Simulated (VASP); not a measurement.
Set up this calculation in VASP 6.6.1, as the native input.

| Quantity | Value |
| --- | --- |
| Task | single point |
| Functional | PBE |
| Potentials or basis | VASP PAW PBE potentials, release 64 (Mo_sv) |
| Cutoff | 520 eV |
| k mesh | 22 × 22 × 22 |
| Occupations | gaussian, width 0.15 eV |
| Spin | no spin polarisation |
| Dipole correction | no |
| Further INCAR settings | ALGO = Fast; EDIFF = 1e-07; NBANDS = 13 |

The structure of Mo lies in POSCAR:

```
Mo
1.0
    0.0000000000      2.1344717587      1.8290288500
    2.1344717587      0.0000000000      1.8290288500
    2.1344717587      2.1344717587      0.0000000000
Mo
1
Direct
    0.0000000000      0.0000000000      0.0000000000
```

This cell differs from its parent crystal: volume 16.666 Å^3 an atom, c/a of the conventional cell 0.8569.

The input as run:

INCAR

```
SYSTEM = Mo
  PREC = Accurate
  ENCUT = 520
  EDIFF = 1E-7
  ISMEAR = 0
  SIGMA = 0.15
  LREAL = .False.
  LASPH = .True.
  NELM = 100
  ALGO = Fast
  ISIF = 2
  LWAVE = .False.
  LCHARG = .False.
  GGA = PE
  NBANDS = 13
```

KPOINTS

```
Automatic mesh
0
Gamma
  22 22 22
  0 0 0
```

Potentials or basis: VASP PAW PBE potentials, release 64 (Mo_sv).

Run with:

```bash
$ cat potpaw_PBE.64/Mo_sv/POTCAR > POTCAR
$ mpirun -np 1 vasp_std > vasp.out
```

It gave:

```yaml
Pressure: -9.0 GPa
Band_gap_on_the_k_mesh: zero (band 7 reaches 14.92 eV, above the bottom of band 8 at 10.59 eV)
```

It took 68 s on 1 thread of Intel(R) Xeon(R) 6975P-C (Granite Rapids), with other jobs on the host, peak memory 0.28 GiB.
